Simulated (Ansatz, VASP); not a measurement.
One calculation of InP, two programs

Contents of POSCAR:

```
InP
1.0
    0.0000000000      2.7577060826      3.3092472992
    2.7577060826      0.0000000000      3.3092472992
    2.7577060826      2.7577060826      0.0000000000
In P
1 1
Direct
    0.0000000000      0.0000000000      0.0000000000
    0.7500000000      0.7500000000      0.7500000000
```

Contents of INCAR.step1:

```
SYSTEM = InP
  PREC = Accurate
  ENCUT = 520
  ISMEAR = 0
  SIGMA = 0.05
  LREAL = .FALSE.
  LASPH = .TRUE.
  NELM = 100
  NBANDS = 16
  GGA = PE
  ALGO = Normal
  EDIFF = 1E-4
  LWAVE = .TRUE.
  LCHARG = .FALSE.
```

Contents of INCAR.step2:

```
SYSTEM = InP
  PREC = Accurate
  ENCUT = 520
  EDIFF = 1E-7
  ISMEAR = 0
  SIGMA = 0.05
  LREAL = .FALSE.
  LASPH = .TRUE.
  NELM = 100
  ALGO = Normal
  ISIF = 2
  LWAVE = .FALSE.
  LCHARG = .TRUE.
  METAGGA = R2SCAN
  LMIXTAU = .TRUE.
  LELF = .TRUE.
  LVHAR = .TRUE.
  NBANDS = 16
  ISTART = 1
```

Contents of KPOINTS:

```
regular mesh
0
G
  10 10 10
  0 0 0
```

Input for Ansatz:

```yaml
crystal:
  lattice:
    - [0.0, 2.7577060826, 3.3092472992]
    - [2.7577060826, 0.0, 3.3092472992]
    - [2.7577060826, 2.7577060826, 0.0]
  atoms:
    - { symbol: In, position: [0.0, 0.0, 0.0] }
    - { symbol: P, position: [0.75, 0.75, 0.75] }
basis:
  ecutwfc: 500
kpoints:
  mp_grid: { grid: [10, 10, 10] }
hamiltonian:
  xc: r2scan
scf:
  occupations: { method: gaussian, width: 0.05 }
output:
  forces: true
  stress: true
  eigenvalues: true
```

Alike in both runs: task single point; functional r2SCAN; k mesh 10 × 10 × 10; occupations gaussian, width 0.05 eV; no spin polarisation.

|  | VASP | Ansatz |
| --- | --- | --- |
| version | VASP 6.6.1 | Ansatz 0.2.0 |
| potentials or method | VASP PAW PBE potentials, release 64 (In_d, P), cutoff 520 eV | scalar-relativistic, plane waves, PAW |
| valence electrons in the cell | 18 | 18 |

Ansatz gave:

```
gap on the k mesh at the Fermi level (eV)                     : 0.53
least direct gap on the mesh (eV)                             : 0.53
pressure (GPa)                                                : 0.9
traceless stress, the component that is largest in VASP (GPa) : -7.54
```

Question: What did VASP give for the same quantities?

Answer: gap on the k mesh at the Fermi level (eV): 0.53; least direct gap on the mesh (eV): 0.53; pressure (GPa): 0.8; traceless stress, the component that is largest in VASP (GPa): -7.59.

VASP's potentials were made for PBE, not for r2SCAN. The functional is the same, so the differences come from potentials, cutoffs and numerics.
